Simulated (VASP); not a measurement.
Runs of VASP 6.6.1 on CoO. The structure is that of space group Fm-3m (No. 225), or close to it. The cells are those of the table. 

```csv
task,cell,cutoff (eV),gap on the mesh (eV),pressure (GPa),moment (μB)
electric field gradients,"a = 3.013, b = 3.013, c = 3.025 Å, angles 120.1, 120.1, 91.3°, 2 atoms",520,none,(b),2.89
single point,"a = 3.057 Å, angles 119.6, 119.6, 90.7°, 2 atoms",520,none,(c),2.99
single point,"a = 3.038 Å, angles 119.6, 119.6, 90.7°, 2 atoms",520,none,-6.7,(a)
single point,"a = 3.043 Å, angles 120.6, 120.6, 89.0°, 2 atoms",600,none,-5.6,2.96
electric field gradients,"a = 2.983, b = 2.983, c = 2.971 Å, angles 119.1, 119.1, 90.1°, 2 atoms",520,none,-0.5,2.90
electric field gradients,"a = 2.976, b = 2.976, c = 2.957 Å, angles 118.9, 118.9, 89.8°, 2 atoms",520,none,-0.5,2.89
single point,"a = 2.991, b = 2.991, c = 2.985 Å, angles 119.4, 119.4, 90.4°, 2 atoms",520,none,-0.8,2.91
```

Alike in all rows: level PBE; potentials or basis VASP PAW PBE potentials, release 64 (Co, O); spin collinear, ferromagnetic start; k mesh 13 × 13 × 15; smearing fermi-dirac 0.03 eV.

Q: Fill in the values left out.

A: (a) 2.98; (b) -0.6; (c) -9.6.

Caveats: a cell with one magnetic atom can't hold antiferromagnetic order, which such compounds often take; semilocal functionals often make such compounds metallic where correlation or magnetic order opens a gap, which also shifts bond lengths; the cell stands under tension (at least some runs).

A gap of «none» marks levels without a gap at the run's occupations.
